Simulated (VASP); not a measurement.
Input of a VASP 6.6.1 run:

Contents of INCAR:

```
SYSTEM = AlCo
ALGO = Fast
EDIFF = 1E-6
ENCUT = 520
GGA = PS
ISIF = 2
ISMEAR = 0
LASPH = .TRUE.
LCHARG = .FALSE.
LREAL = .FALSE.
LWAVE = .FALSE.
NBANDS = 13
NELM = 100
PREC = Accurate
SIGMA = 0.15
```

KPOINTS

```
k-points
0
G
  22 22 22
  0 0 0
```

Contents of POSCAR:

```
AlCo
1.0
    2.9637148128      0.0000000000      0.0000000000
    0.0000000000      2.9637148128      0.0000000000
    0.0000000000      0.0000000000      2.8225855360
Al Co
1 1
Direct
    0.0000000000      0.0000000000      0.0000000000
    0.5000000000      0.5000000000      0.5000000000
```

Potentials or basis: VASP PAW PBE potentials, release 64 (Al, Co).

Run with:

```sh
$ cat potpaw_PBE.64/Al/POTCAR potpaw_PBE.64/Co/POTCAR > POTCAR
$ mpirun -np 1 vasp_std > vasp.out
```

Task: What does it give for the band gap on the k mesh?

Result: Zero (bands 6 and 7 overlap by 2.66 eV).

Task: Predict the pressure.

Result: -15.0 GPa.

Stress tensor (GPa, compression positive):
```
-17.46   0.00   0.00
  0.00 -17.46   0.00
  0.00   0.00  -9.94
```

Caveat: the cell differs from its parent crystal (strain +0.050 along x and y, +0.000 along z); the cell stands under tension; the PAW data sets were made with another functional, which shifts forces and pressure a little; the run has no spin polarisation, though such a crystal can be magnetic. Spin polarisation is off, so any magnetic state and its effect on volume and gap are missing.
